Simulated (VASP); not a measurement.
# Rh: single point with PBE

The system is Rh.

```
Rh
1.0
     0.00000    1.92813    1.92813
     1.92813    0.00000    1.92813
     1.92813    1.92813    0.00000
Rh
1
Direct
  0.00000 0.00000 0.00000
```

- Program: VASP 6.6.1
- Task: single point
- Functional: PBE
- Potentials or basis: VASP PAW PBE potentials, release 64 (Rh_pv)
- Cutoff: 520 eV
- k mesh: 25 × 25 × 25
- Occupations: fermi-dirac, width 0.0612256 eV
- Spin: no spin polarisation
- Dipole correction: no
- Further INCAR settings: ALGO = Normal; EDIFF = 1e-06; NBANDS = 14

```
Pressure               : -4.9 GPa
Band gap on the k mesh : zero (an odd number of electrons rules out a gap without spin polarisation)
```

Levels at points of the mesh, in eV from the Fermi level:
```tsv
k point	band 4	band 5	band 6	band 7	band 8	band 9	band 10	band 11
(0.00, 0.00, 0.00)	-7.65	-2.88	-2.88	-2.88	-0.93	-0.93	16.02	20.66
```

Run time: 34 s on 1 thread of Intel(R) Xeon(R) Platinum 8559C (Emerald Rapids) (shared host), peak memory 0.19 GiB.

Caveat: the cell stands under tension.
